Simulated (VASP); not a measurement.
Here is a VASP 6.6.1 calculation.

Contents of POSCAR:

```
NiO
1.0
    0.0000000000      2.1133508634      2.1133508634
    2.1133508634      0.0000000000      2.1133508634
    2.1133508634      2.1133508634      0.0000000000
Ni O
1 1
Direct
    0.0000000000      0.0000000000      0.0000000000
    0.5000000000      0.5000000000      0.5000000000
```

Contents of INCAR.step1:

```
ALGO     = Normal         # electronic algorithm
EDIFF    = 1E-5           # SCF threshold, eV
ENCUT    = 520            # plane-wave cutoff, eV
GGA      = PE             # functional
ISIF     = 2              # what is computed and relaxed
ISMEAR   = -1             # smearing method
ISPIN    = 2              # spin polarisation
LASPH    = True           # aspherical terms in the spheres
LCHARG   = False          # write CHGCAR
LMAXMIX  = 4              # l up to which the mixer works
LORBIT   = 11             # projections on sites
LREAL    = False          # projectors in reciprocal space
LWAVE    = True           # write WAVECAR
MAGMOM   = 1 0            # initial moments
NBANDS   = 19             # bands
NELM     = 150            # most SCF steps
PREC     = Accurate       # precision mode
SIGMA    = 0.05           # smearing width, eV
```

The input INCAR.step2:

```
AEXX     = 0.25           # exact-exchange fraction
ALGO     = Normal         # electronic algorithm
EDIFF    = 1E-6           # SCF threshold, eV
ENCUT    = 520            # plane-wave cutoff, eV
ISIF     = 2              # what is computed and relaxed
ISMEAR   = -1             # smearing method
ISPIN    = 2              # spin polarisation
ISTART   = 1            
LASPH    = True           # aspherical terms in the spheres
LCHARG   = False          # write CHGCAR
LHFCALC  = True           # exact exchange
LMAXMIX  = 4              # l up to which the mixer works
LMIXTAU  = True         
LORBIT   = 11             # projections on sites
LREAL    = False          # projectors in reciprocal space
LWAVE    = False          # write WAVECAR
MAGMOM   = 1 0            # initial moments
METAGGA  = R2SCAN         # meta-GGA
NBANDS   = 19             # bands
NELM     = 150            # most SCF steps
PREC     = Accurate       # precision mode
PRECFOCK = Normal       
SIGMA    = 0.05           # smearing width, eV
```

The input KPOINTS:

```
k-points
0
Gamma
  6 6 6
```

Potentials or basis: VASP PAW PBE potentials, release 64 (Ni, O).

Run with:

```console
$ cat potpaw_PBE.64/Ni/POTCAR potpaw_PBE.64/O/POTCAR > POTCAR
$ cp INCAR.step1 INCAR
$ mpirun -np 1 vasp_std > vasp.out
$ cp INCAR.step2 INCAR
$ mpirun -np 1 vasp_std > vasp.out
```

(1) Estimate the pressure.

(2) What does it give for the net moment?

Answers

(1) -7.7 GPa.

(2) 2.00 μB per cell.

Caveat: the k points lie up to 0.43 Å⁻¹ apart; the PAW data sets were made with another functional, which shifts forces and pressure a little; a cell with one magnetic atom can't hold antiferromagnetic order, which such compounds often take.
